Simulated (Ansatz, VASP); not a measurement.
**One calculation of Pt, two programs**

File INCAR:

```
SYSTEM = Pt
PREC = Accurate
ENCUT = 520
EDIFF = 1E-6
ISMEAR = -1
SIGMA = 0.05
LREAL = .FALSE.
LASPH = .TRUE.
NELM = 150
ALGO = Normal
ISIF = 2
LWAVE = .FALSE.
LCHARG = .TRUE.
LNONCOLLINEAR = .TRUE.
MAGMOM = 0 0 0 0 0 0
LORBIT = 11
LSORBIT = .TRUE.
GGA_COMPAT = .FALSE.
LORBMOM = .TRUE.
LMAXMIX = 4
GGA = PE
LVHAR = .TRUE.
NBANDS = 32
```

Contents of KPOINTS:

```
regular mesh
0
G
  11 11 6
  0 0 0
```

Contents of POSCAR:

```
Pt
1.0
    2.7606656158      0.0000000000      0.0000000000
   -1.3803328079      2.3908065546      0.0000000000
    0.0000000000      0.0000000000      4.7921340000
Pt
2
Direct
    0.3333333333      0.6666666667      0.2500000000
    0.6666666667      0.3333333333      0.7500000000
```

The input input.yaml:

```yaml
crystal:
  lattice:
    - [2.7606656158, 0.0, 0.0]
    - [-1.3803328079, 2.3908065546, 0.0]
    - [0.0, 0.0, 4.792134]
  atoms:
    - { symbol: Pt, position: [0.3333333333, 0.6666666667, 0.25] }
    - { symbol: Pt, position: [0.6666666667, 0.3333333333, 0.75] }
hamiltonian:
  xc: pbe
  pseudopotentials: { kind: paw_fr }
magnetization:
  noncollinear: true
  spin_orbit: true
kpoints:
  mp_grid: { grid: [11, 11, 6] }
  band_path:
    path:
      - [[0.0, 0.0, 0.0], [0.5, 0.0, 0.0], [0.3333333333, 0.3333333333, 0.0], [0.0, 0.0, 0.0], [0.0, 0.0, 0.5], [0.5, 0.0, 0.5], [0.3333333333, 0.3333333333, 0.5], [0.0, 0.0, 0.5]]
      - [[0.5, 0.0, 0.5], [0.5, 0.0, 0.0]]
      - [[0.3333333333, 0.3333333333, 0.0], [0.3333333333, 0.3333333333, 0.5]]
    npoints: 14
scf:
  occupations: { method: fermi_dirac, width: 0.05 }
  n_extra_bands: 6
output:
  forces: true
  stress: true
  eigenvalues: true
  fatbands: false
```

Alike in both runs: functional PBE; k mesh 11 × 11 × 6; occupations fermi-dirac, width 0.05 eV; non-collinear spin, spin-orbit coupling.

```csv
,VASP,Ansatz
version,VASP 6.6.1,Ansatz 0.2.0
potentials or method,"VASP PAW PBE potentials, release 64 (Pt)",Ansatz PAW
plane-wave cutoff (eV),520,420
valence electrons in the cell,20,36
task,single point,band structure
```

Ansatz gave:

```
pressure (GPa)                                                : -0.2
traceless stress, the component that is largest in VASP (GPa) : -1.42
net moment per atom (μB)                                      : 0.00
```

Q: Which values does VASP return?

A: Pressure (GPa): -0.3; traceless stress, the component that is largest in VASP (GPa): -1.51; net moment per atom (μB): 0.00.

With one functional, cell and mesh, what is left measures potentials, basis and numerics. VASP's potentials hold 20 valence electrons a cell and Ansatz's 36, so a difference there can come from the potentials and not from the codes.
